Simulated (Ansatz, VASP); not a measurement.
## One calculation of ZrC, two programs

```
Zr C
1.0
     0.00000    2.34029    2.34029
     2.34029    0.00000    2.34029
     2.34029    2.34029    0.00000
Zr C
1 1
Direct
  0.50000 0.50000 0.50000
  0.00000 0.00000 0.00000
```

Alike in both runs: functional r2SCAN; k mesh 12 × 12 × 12; occupations fermi-dirac, width 0.1 eV; no spin polarisation.

Ansatz relaxed the structure, and its values are those at the end. VASP's run is a single point on that final structure, the one shown.

|  | VASP | Ansatz |
| --- | --- | --- |
| version | VASP 6.6.1 | Ansatz 0.2.0 |
| potentials or method | VASP PAW PBE potentials, release 64 (Zr_sv, C), cutoff 520 eV | PAW plane waves |
| valence electrons in the cell | 16 | 16 |

|  | VASP | Ansatz | Ansatz less VASP |
| --- | --- | --- | --- |
| pressure (GPa) | 5.0 | 4.8 | -0.22 |

VASP's potentials were made for PBE, not for r2SCAN. Ansatz's warnings: stress scf threshold loose.
